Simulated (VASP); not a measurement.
Here is a VASP 6.6.1 calculation.

Contents of INCAR:

```
SYSTEM = Fe
PREC = Accurate ; ENCUT = 520
EDIFF = 1E-7 ; ISMEAR = -1
SIGMA = 0.1 ; LREAL = .False.
LASPH = .True. ; NELM = 150
ALGO = Normal ; ISIF = 2
LWAVE = .False. ; LCHARG = .True.
ISPIN = 2 ; MAGMOM = 4 4
LORBIT = 11 ; LMAXMIX = 4
GGA = PE ; LELF = .True.
LVHAR = .True. ; NBANDS = 19
```

The input KPOINTS:

```
Automatic mesh
0
Gamma
  11 11 11
  0 0 0
```

File POSCAR:

```
Fe
1.0
    3.5950000000      1.7975000000      1.7975000000
    1.7975000000      3.5950000000      1.7975000000
    1.7975000000      1.7975000000      3.5950000000
Fe
2
Direct
    0.0000000000      0.0000000000      0.0000000000
    0.5000000000      0.5000000000      0.5000000000
```

Potentials or basis: VASP PAW PBE potentials, release 64 (Fe).

Launch:

```sh
$ cat potpaw_PBE.64/Fe/POTCAR > POTCAR
$ mpirun -np 1 vasp_std > vasp.out
```

Problem. Estimate the site moments.

Solution. Fe +2.47 μB.

Problem. What does it give for the pressure?

Solution. 4.8 GPa.

Stress tensor (GPa, compression positive):
```
 4.84 -0.06 -0.06
-0.06  4.84 -0.06
-0.06 -0.06  4.84
```
